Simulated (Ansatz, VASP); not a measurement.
**Two plane-wave programs on Y3N2**

```
Y N
1.0
     3.42855    0.00000    0.00000
    -1.71428    2.96921    0.00000
     0.00000    0.00000   12.58473
Y N
3 2
Direct
  0.00000 0.00000 0.22683
  0.00000 0.00000 0.77317
  0.00000 0.00000 0.50000
  0.00000 0.00000 0.04584
  0.00000 0.00000 0.95416
```

Alike in both runs: functional PBE; k mesh 6 × 6 × 2; occupations gaussian, width 0.1 eV; no spin polarisation.

Ansatz relaxed the structure, and its values are those at the end. VASP's run is a single point on that final structure, the one shown.

|  | VASP | Ansatz |
| --- | --- | --- |
| version | VASP 6.6.1 | Ansatz 0.2.0 |
| potentials or method | VASP PAW PBE potentials, release 64 (Y_sv, N_h), cutoff 910 eV | scalar-relativistic, plane waves, PAW |
| valence electrons in the cell | 43 | 43 |

Ansatz gave:

| Property | Result |
| --- | --- |
| gap on the k mesh at the Fermi level (eV) | none |
| rms of the force components (eV/Å) | 0.002 |

Question: What did VASP give for the same quantities?

Answer: gap on the k mesh at the Fermi level (eV): none; rms of the force components (eV/Å): 0.014.

A gap of «none» marks a metal or a gap that the smearing closes.

Noted on VASP's run: the cutoff is short for stress, so the pressure is rough.
